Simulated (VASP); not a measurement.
# HPt3 in VASP: a series of runs

HPt3 is run at these levels: PBE; tasks: single point.

All numbers are computed with VASP 6.6.1; they aren't measurements. Logs are shortened: lines on timing, memory, paths and dates and some standing lists are left out, and cuts for length are marked.

### 1 The cell of the first run

The cell holds a slab with vacuum, 4 atoms: a = 2.807 Å, b = 2.807 Å, c = 20.119 Å, α = 90.00°, β = 90.00°, γ = 120.00°.

### 2 Single point, PBE

Input file INCAR:

```
SYSTEM = HPt3
PREC = Accurate
ENCUT = 520
EDIFF = 1E-7
ISMEAR = 0
SIGMA = 0.1
LREAL = .FALSE.
LASPH = .TRUE.
NELM = 100
ALGO = Normal
ISIF = 2
LWAVE = .FALSE.
LCHARG = .FALSE.
LDIPOL = .TRUE.
IDIPOL = 3
DIPOL = 0.5 0.5 0.357
GGA = PE
NBANDS = 24
```

Input file KPOINTS:

```
regular mesh
0
G
  12 12 1
  0 0 0
```

Input file POSCAR:

```
HPt3
1.0
    2.8071640675      0.0000000000      0.0000000000
   -1.4035820338      2.4310753951      0.0000000000
    0.0000000000      0.0000000000     20.1192652917
Pt H
3 1
Direct
    0.6666666667      0.3333333334      0.1988144170
    0.3333333333      0.6666666666      0.3136149989
    0.0231229790      0.0115614895      0.4313222080
    0.0000000000      0.5000000000      0.4841908712
```

Potentials or basis: VASP PAW PBE potentials, release 64 (Pt, H).

Started as:

```sh
$ cat potpaw_PBE.64/Pt/POTCAR potpaw_PBE.64/H/POTCAR > POTCAR
$ mpirun -np 1 vasp_std > vasp.out
```

OUTCAR:

```text
SYSTEM = HPt3
   PREC = Accurate
   ENCUT = 520
   EDIFF = 1E-7
   ISMEAR = 0
   LREAL = .FALSE.
   LASPH = .TRUE.
   NELM = 100
   ISIF = 2
   GGA = PE

 ion  position               nearest neighbor table
   1  0.667  0.333  0.199-   2 2.82   2 2.82   2 2.82
   2  0.333  0.667  0.314-   1 2.82   1 2.82   1 2.82   3 2.85   3 2.85   3 2.90
   3  0.023  0.012  0.431-   4 1.76   4 1.76   2 2.85   2 2.85   2 2.90
   4  0.000  0.500  0.484-   3 1.76   3 1.76

  LATTYP: Found a hexagonal cell.
 ALAT       =     2.8071640675
 C/A-ratio  =     7.1671141436

  Lattice vectors:

 A1 = (   2.8071640675,   0.0000000000,   0.0000000000)
 A2 = (  -1.4035820338,   2.4310753951,   0.0000000000)
 A3 = (   0.0000000000,   0.0000000000,  20.1192652917)

Analysis of symmetry for initial positions (statically):
=====================================================================
 Subroutine PRICEL returns:
 Original cell was already a primitive cell.

 Routine SETGRP: Setting up the symmetry group for a
 hexagonal supercell.

 Subroutine GETGRP returns: Found  2 space group operations
 (whereof  2 operations were pure point group operations)
 out of a pool of 24 trial point group operations.

The static configuration has the point symmetry C_1h.

Analysis of symmetry for dynamics (positions and initial velocities):
=====================================================================
 Subroutine PRICEL returns:
 Original cell was already a primitive cell.

 Routine SETGRP: Setting up the symmetry group for a
 hexagonal supercell.

 Subroutine GETGRP returns: Found  2 space group operations
 (whereof  2 operations were pure point group operations)
 out of a pool of 24 trial point group operations.

The dynamic configuration has the point symmetry C_1h.

 Subroutine INISYM returns: Found  2 space group operations
 (whereof  2 operations are pure point group operations),
 and found     1 'primitive' translations

----------------------------------------------------------------------------------------

                                     Primitive cell

  volume of cell :     137.3025

  direct lattice vectors                    reciprocal lattice vectors
     2.807164068  0.000000000  0.000000000     0.356231405  0.205670298  0.000000000
    -1.403582034  2.431075395  0.000000000     0.000000000  0.411340595  0.000000000
     0.000000000  0.000000000 20.119265292     0.000000000  0.000000000  0.049703604

  length of vectors
     2.807164068  2.807164068 20.119265292     0.411340595  0.411340595  0.049703604

  position of ions in fractional coordinates (direct lattice)
     0.666666667  0.333333333  0.198814417
     0.333333333  0.666666667  0.313614999
     0.023122979  0.011561489  0.431322208
     0.000000000  0.500000000  0.484190871

  ion indices of the primitive-cell ions
   primitive index   ion index
                 1           1
                 2           2
                 3           3
                 4           4

----------------------------------------------------------------------------------------

 KPOINTS: regular mesh

Automatic generation of k-mesh.
 Grid dimensions read from file:
 generate k-points for:   12   12    1

 Generating k-lattice:

  Cartesian coordinates                     Fractional coordinates (reciprocal lattice)
     0.029685950  0.017139191  0.000000000     0.083333333  0.000000000  0.000000000
     0.000000000  0.034278383  0.000000000     0.000000000  0.083333333  0.000000000
     0.000000000  0.000000000  0.049703604     0.000000000  0.000000000  1.000000000

  Length of vectors
     0.034278383  0.034278383  0.049703604

  Shift w.r.t. Gamma in fractional coordinates (k-lattice)
     0.000000000  0.000000000  0.000000000

 Subroutine IBZKPT returns following result:
 ===========================================

 Found     43 irreducible k-points:

 Following reciprocal coordinates:
            Coordinates               Weight
  0.000000  0.000000  0.000000      1.000000
  0.083333  0.000000  0.000000      2.000000
  0.000000  0.083333  0.000000      4.000000
  0.166667  0.000000  0.000000      2.000000
  0.000000  0.166667  0.000000      4.000000
  0.250000  0.000000  0.000000      2.000000
[... 16 lines left out ...]
 -0.083333  0.416667  0.000000      4.000000
 -0.416667  0.333333  0.000000      4.000000
 [... further k-points ...]
   k-points           NKPTS =     43   k-points in BZ     NKDIM =     43   number of bands    NBANDS=     24
   number of dos      NEDOS =    301   number of ions     NIONS =      4
   total plane-waves  NPLWV =  86400
   dimension x,y,z NGX =    24 NGY =   24 NGZ =  150
   dimension x,y,z NGXF=    48 NGYF=   48 NGZF=  300
   ions per type =               3   1
   NGX,Y,Z   is equivalent  to a cutoff of  14.21, 14.21, 12.39 a.u.
   NGXF,Y,Z  is equivalent  to a cutoff of  28.43, 28.43, 24.79 a.u.
 SYSTEM =  HPt3
   PREC   = accura    normal or accurate (medium, high low for compatibility)
   ISTART =      0    job   : 0-new  1-cont  2-samecut
   ICHARG =      2    charge: 1-file 2-atom 10-const
   ISPIN  =      1    spin polarized calculation?
   LNONCOLLINEAR =      F non collinear calculations
   LSORBIT =      F    spin-orbit coupling
   LASPH  =      T    aspherical Exc in radial PAW
   ENCUT  =  520.0 eV  38.22 Ry    6.18 a.u.   5.22  5.22 37.41*2*pi/ulx,y,z
   NELM   =    100;   NELMIN=  2; NELMDL= -5     # of ELM steps
   EDIFF  = 0.1E-06   stopping-criterion for ELM
   LREAL  =      F    real-space projection
   EDIFFG = 0.1E-05   stopping-criterion for IOM
   NSW    =      0    number of steps for IOM
   IBRION =     -1    ionic relax: 0-MD 1-quasi-New 2-CG
   NFREE  =      0    steps in history (QN), initial steepest desc. (CG)
   ISIF   =      2    stress and relaxation
   ISYM   =      2    0-nonsym 1-usesym 2-fastsym
   POTIM  = 0.5000    time-step for ionic-motion
   TEBEG  =    0.0;   TEEND  =   0.0 temperature during run
   PSTRESS=    0.0 pullay stress
   NELECT =      31.0000    total number of electrons
   NUPDOWN=      -1.0000    fix difference up-down
   EMIN   =  10.00;   EMAX   =-10.00  energy-range for DOS
   EFERMI =   0.00;   METHOD = LEGACY
   ISMEAR =     0;   SIGMA  =   0.10  broadening in eV -4-tet -1-fermi 0-gaus
   EFERMI_NEDOS =   21; number of points for ismear=-14 and -15
   IALGO  =     38    algorithm
   IMIX   =      4    mixing-type and parameters
     AMIX     =   0.40;   BMIX     =  1.00
     AMIX_MAG =   1.60;   BMIX_MAG =  1.00
  volume/ion in A,a.u.               =      34.33       231.64
  Fermi-wavevector in a.u.,A,eV,Ry     =   0.996864  1.883800 13.520626  0.993738
  Thomas-Fermi vector in A             =   2.128981
   LORBIT       =      0    0 simple, 1 ext, 2 COOP (PROOUT), +10 PAW based schemes
   GGA     = PE    functional components
   LHFCALC =     F    Hartree Fock is set to
   AEXX    =    0.0000 exact exchange contribution
   IVDW    =     0    specifies the selected vdW correction
   LEPSILON=     F    determine dielectric tensor
   LRPA    =     F    only Hartree local field effects (RPA)
 non-spin polarized calculation
 Gauss-broadening in eV      SIGMA  =   0.10
  energy-cutoff  :      520.00
  volume of cell :      137.30
 maximum number of plane-waves:      3715
 NGX is ok and might be reduce to    24
   NGX = 11   NGY = 11   NGZ = 75

 dipolmoment           0.000000      0.000000      0.019131 electrons x Angstroem

 number of electron      31.0000000 magnetization

 dipolmoment           0.000000      0.000000     -0.019158 electrons x Angstroem

 Free energy of the ion-electron system (eV)
  ---------------------------------------------------
  ext. energy  EPLUGINS =         0.00000000
  ---------------------------------------------------
  free energy    TOTEN  =       -20.77163703 eV

  energy without entropy =      -20.74720703  energy(sigma->0) =      -20.75942203

 E-fermi :   0.1131     XC(G=0):  -5.5925

 val. band max:        0.1075624361   @ k =   0.4167   0.1667   0.0000
 cond. band min:       0.1150726252   @ k =   0.0000   0.5000   0.0000
 fundamental gap:      0.0075101890
 Fermi energy:         0.1130564529

 k-point     1 :       0.0000    0.0000    0.0000
  band No.  band energies     occupation
      1      -9.4275      2.00000
      2      -7.9945      2.00000
      3      -6.5482      2.00000
      4      -4.2866      2.00000
      5      -3.5432      2.00000
      6      -3.2330      2.00000
[... 16 lines left out ...]
     23       8.0057      0.00000
     24       8.0892      0.00000

 k-point     2 :       0.0833    0.0000    0.0000
  band No.  band energies     occupation
      1      -9.2289      2.00000
      2      -7.7809      2.00000
      3      -6.3203      2.00000
      4      -4.2756      2.00000
      5      -3.5891      2.00000
      6      -3.3233      2.00000
[... 16 lines left out ...]
     23       8.1439      0.00000
     24       8.2185      0.00000

 k-point     3 :       0.0000    0.0833    0.0000
  band No.  band energies     occupation
      1      -9.1881      2.00000
      2      -7.7741      2.00000
      3      -6.3192      2.00000
      4      -4.3374      2.00000
      5      -3.5696      2.00000
      6      -3.3900      2.00000
[... 16 lines left out ...]
     23       8.1584      0.00000
     24       8.2051      0.00000
[... 514 lines left out ...]
 k-point    23 :      -0.0833    0.4167    0.0000
  band No.  band energies     occupation
      1      -6.6039      2.00000
      2      -5.9043      2.00000
      3      -5.5250      2.00000
      4      -5.1376      2.00000
      5      -4.7438      2.00000
      6      -3.5813      2.00000
[... 16 lines left out ...]
     23       9.3726      0.00000
     24       9.5445      0.00000

 k-point    24 :      -0.4167    0.3333    0.0000
  band No.  band energies     occupation
      1      -6.4502      2.00000
      2      -5.9006      2.00000
      3      -5.5599      2.00000
      4      -5.1280      2.00000
      5      -4.8319      2.00000
      6      -3.6923      2.00000
[... 16 lines left out ...]
     23       9.2657      0.00000
     24       9.5402      0.00000

 [... further k-points ...]

------------------------ aborting loop because EDIFF is reached ----------------------------------------

 vacuum level on the upper side and lower side of the slab       (xc-potential included)        -0.312         0.138

  FORCE on cell =-STRESS in cart. coord.  units (eV):
  Direction    XX          YY          ZZ          XY          YZ          ZX
  --------------------------------------------------------------------------------------
  -------------------------------------------------------------------------------------
  Total       -3.0667113     -3.5178636      0.2766974      0.3907094     -0.0695806     -0.1205175
  in kB      -35.7853391    -41.0498186      3.2287711      4.5591730     -0.8119337     -1.4063145
  external PRESSURE =     -24.5354622 kB  Pullay stress =       0.0000000 kB

 VOLUME and BASIS-vectors are now :
 -----------------------------------------------------------------------------
  energy-cutoff  :      520.00
  volume of cell :      137.30
      direct lattice vectors                 reciprocal lattice vectors
     2.807164068  0.000000000  0.000000000     0.356231405  0.205670298  0.000000000
    -1.403582034  2.431075395  0.000000000     0.000000000  0.411340595  0.000000000
     0.000000000  0.000000000 20.119265292     0.000000000  0.000000000  0.049703604

 POSITION                                       TOTAL-FORCE (eV/Angst)
 -----------------------------------------------------------------------------------
      1.40358      0.81036      4.00000         0.024211      0.013978     -0.110893
     -0.00000      1.62072      6.30970        -0.007855     -0.004535      0.097271
      0.04868      0.02811      8.67789         0.008051      0.004648     -0.020788
     -0.70179      1.21554      9.74156        -0.024408     -0.014092      0.034409
 -----------------------------------------------------------------------------------
    total drift:                                0.000030      0.000017      0.000084

  FREE ENERGIE OF THE ION-ELECTRON SYSTEM (eV)
  ---------------------------------------------------
  free  energy   TOTEN  =       -20.7716370346 eV

  energy  without entropy=      -20.7472070274  energy(sigma->0) =      -20.75942203

 vacuum level on the upper side and lower side of the slab         5.283         5.766
```

It took 4.2 min on 1 thread of Intel Xeon 6975P-C, shared host; peak memory 0.35 GiB.

Results:

| Quantity | Value |
| --- | --- |
| Free energy | -20.7716 eV |
| Largest force | 0.114 eV/Å |

Forces on the atoms (eV/Å):
```
Pt   0.024  0.014 -0.111
Pt  -0.008 -0.005  0.097
Pt   0.008  0.005 -0.021
H   -0.024 -0.014  0.034
```

Levels at points of the mesh, in eV from the Fermi level:
| k point | band 12 | band 13 | band 14 | band 15 | band 16 | band 17 | band 18 | band 19 |
| --- | --- | --- | --- | --- | --- | --- | --- | --- |
| (0.00, 0.00, 0.00) | -2.41 | -1.61 | -1.28 | -0.98 | -0.86 | -0.09 | -0.09 | 0.29 |
| (0.50, 0.00, 0.00) | -0.30 | 0.08 | 0.31 | 0.62 | 0.86 | 1.36 | 2.69 | 2.97 |
| (0.00, 0.50, 0.00) | -0.31 | 0.00 | 0.14 | 0.32 | 0.62 | 2.14 | 2.86 | 4.76 |

Caveat: spin-orbit coupling is left out, which moves the levels of the heavy elements.

### 3 Single point, PBE

Input file INCAR:

```
SYSTEM = HPt3
PREC = Accurate
ENCUT = 520
EDIFF = 1E-6
ISMEAR = 0
SIGMA = 0.1
LREAL = .FALSE.
LASPH = .TRUE.
NELM = 80
ALGO = Normal
ISIF = 2
LWAVE = .FALSE.
LCHARG = .TRUE.
LDIPOL = .TRUE.
IDIPOL = 3
DIPOL = 0.5 0.5 0.362
GGA = PE
LELF = .TRUE.
LVHAR = .TRUE.
LVACPOTAV = .TRUE.
NBANDS = 24
```

KPOINTS is that of step 2.

Input file POSCAR:

```
HPt3
1.0
    2.8071640675      0.0000000000      0.0000000000
   -1.4035820338      2.4310753951      0.0000000000
    0.0000000000      0.0000000000     20.1192652917
Pt H
3 1
Direct
    0.6666666667      0.3333333333      0.1988144170
    0.3333333334      0.6666666667      0.3136149989
    0.0512669112      0.1025338223      0.4313301764
    0.1666666667      0.3333333333      0.5038951096
```

Potentials or basis: VASP PAW PBE potentials, release 64 (Pt, H).

Started as:

```sh
$ cat potpaw_PBE.64/Pt/POTCAR potpaw_PBE.64/H/POTCAR > POTCAR
$ mpirun -np 1 vasp_std > vasp.out
```

It took 4 min on 1 thread of Intel Xeon 6975P-C, shared host; peak memory 0.35 GiB.

Results (log left out):

- Free energy: -20.7561 eV
- Largest force: 0.276 eV/Å

Forces in eV/Å, atoms in the order of the input:
```
Pt   0.000 -0.050 -0.082
Pt   0.000  0.260  0.094
Pt   0.000 -0.026 -0.055
H    0.000 -0.183  0.043
```

Levels at points of the mesh, in eV from the Fermi level:
| k point | band 11 | band 12 | band 13 | band 14 | band 15 | band 16 | band 17 | band 18 | band 19 | band 20 |
| --- | --- | --- | --- | --- | --- | --- | --- | --- | --- | --- |
| (0.00, 0.00, 0.00) | -2.81 | -2.58 | -1.62 | -1.17 | -1.10 | -0.86 | -0.16 | -0.07 | 0.25 | 4.26 |
| (0.50, 0.00, 0.00) | -0.86 | -0.27 | 0.18 | 0.29 | 0.60 | 0.73 | 2.25 | 2.74 | 3.05 | 5.78 |
| (0.00, 0.50, 0.00) | -1.05 | -0.30 | 0.12 | 0.34 | 0.60 | 0.94 | 1.54 | 2.94 | 3.37 | 5.95 |

Caveat: spin-orbit coupling is left out, which moves the levels of the heavy elements.

### 4 Single point, PBE

Input file INCAR:

```
  PREC = Accurate
  ENCUT = 520
  EDIFF = 1E-6
  ISMEAR = 0
  SIGMA = 0.1
  LREAL = F
  LASPH = T
  NELM = 60
  ALGO = Normal
  ISIF = 2
  LWAVE = F
  LCHARG = T
  LDIPOL = T
  IDIPOL = 3
  DIPOL = 0.5 0.5 0.363
  GGA = PE
  LELF = T
  LVHAR = T
  LVACPOTAV = T
  NBANDS = 24
```

Input file KPOINTS:

```
regular mesh
0
Gamma
  12 12 1
```

Input file POSCAR:

```
HPt3
1.0
    2.8071640675      0.0000000000      0.0000000000
   -1.4035820338      2.4310753951      0.0000000000
    0.0000000000      0.0000000000     20.1192652917
Pt H
3 1
Direct
    0.6666666667      0.3333333334      0.1988144170
    0.3333333333      0.6666666666      0.3136149989
    0.2019049562      0.1009524781      0.4320588029
    0.3333333333      0.1666666667      0.5077838792
```

Started as:

```sh
$ cat potpaw_PBE.64/Pt/POTCAR potpaw_PBE.64/H/POTCAR > POTCAR
$ mpirun -np 1 vasp_std > vasp.out
```

It took 4.6 min on 1 thread of Intel Xeon 6975P-C, shared host; peak memory 0.35 GiB.

It converged, with:

| Quantity | Value |
| --- | --- |
| Free energy | -20.7641 eV |
| Largest force | 0.247 eV/Å |

Forces in eV/Å, atoms in the order of the input:
```
Pt  -0.055 -0.032 -0.093
Pt   0.196  0.113  0.097
Pt  -0.014 -0.008 -0.079
H   -0.128 -0.074  0.075
```

Levels at points of the mesh, in eV from the Fermi level:
| k point | band 13 | band 14 | band 15 | band 16 | band 17 | band 18 |
| --- | --- | --- | --- | --- | --- | --- |
| (0.00, 0.00, 0.00) | -1.88 | -1.27 | -0.99 | -0.78 | -0.18 | -0.01 |
| (0.50, 0.00, 0.00) | 0.21 | 0.34 | 0.60 | 0.87 | 2.16 | 2.93 |
| (0.00, 0.50, 0.00) | 0.20 | 0.33 | 0.60 | 1.14 | 1.58 | 2.82 |

Caveat: spin-orbit coupling is left out, which moves the levels of the heavy elements.
